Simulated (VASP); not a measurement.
# HfCuSi3: relaxation of cell and atoms with PBE

The system is HfCuSi3.

```
Hf Si Cu
1.0
     4.45716    0.00000    0.00000
     0.00000    4.45716    0.00000
     0.00000    0.00000    4.45716
Hf Si Cu
1 3 1
Cartesian
  0.0000 0.0000 0.0000
  0.0000 2.2286 2.2286
  2.2286 0.0000 2.2286
  2.2286 2.2286 0.0000
  2.2286 2.2286 2.2286
```

```json
{
  "Program": "VASP 6.6.1",
  "Task": "relaxation of cell and atoms",
  "Functional": "PBE",
  "Potentials or basis": "VASP PAW PBE potentials, release 64 (Hf_pv, Si, Cu)",
  "Cutoff": "600 eV",
  "k mesh": "8 × 8 × 8",
  "Occupations": "gaussian, width 0.1 eV",
  "Spin": "no spin polarisation",
  "Dipole correction": "no",
  "Further INCAR settings": "ALGO = Normal; EDIFF = 1e-06; IBRION = 2; EDIFFG = -0.01; NSW = 100; ISIF = 3"
}
```

```
Relaxed volume                        : 17.89 Å³/atom
Relaxed cell                          : a = 4.473 Å, b = 4.473 Å, c = 4.473 Å, α = 90.00°, β = 90.00°, γ = 90.00°
Space group after relaxing (to 0.1 Å) : Pm-3m (No. 221)
Energy gained by relaxing             : 0.6 meV/atom
Ionic steps                           : 3
Pressure after relaxing               : 0.0 GPa
Band gap on the k mesh                : zero (an odd number of electrons rules out a gap without spin polarisation)
```

The path:
```tsv
step	energy change (eV)	largest force (eV/Å)	pressure (GPa)	volume (Å³)
1	0.0000	0.0000	1.14	88.55
2	-0.0017	0.0000	-0.66	90.17
3	-0.0030	0.0000	0.04	89.47
```

Final structure:
```
Hf Si Cu
1.0
     4.47264    0.00000    0.00000
     0.00000    4.47264    0.00000
     0.00000    0.00000    4.47264
Hf Si Cu
1 3 1
Direct
  0.00000 0.00000 0.00000
  0.00000 0.50000 0.50000
  0.50000 0.00000 0.50000
  0.50000 0.50000 0.00000
  0.50000 0.50000 0.50000
```

Levels at points of the mesh, in eV from the Fermi level:
```csv
k point,band 14,band 15,band 16,band 17,band 18,band 19,band 20
"(0.00, 0.00, 0.00)",-3.32,-1.38,0.41,0.41,0.41,1.31,1.31
"(0.50, 0.00, 0.00)",-2.50,-1.18,-0.59,-0.37,-0.37,0.55,0.84
"(0.50, 0.50, 0.00)",-1.56,-1.56,-1.36,-0.21,-0.21,0.65,1.13
"(0.50, 0.50, 0.50)",-2.79,-2.79,-1.30,1.55,1.55,2.02,2.02
```

Run time: 2.6 min on 1 thread of Intel(R) Xeon(R) Platinum 8259CL CPU @ 2.50GHz (Skylake/Cascade Lake) (shared host), peak memory 0.27 GiB.

Caveat: spin-orbit coupling is left out, which moves the levels of the heavy elements.
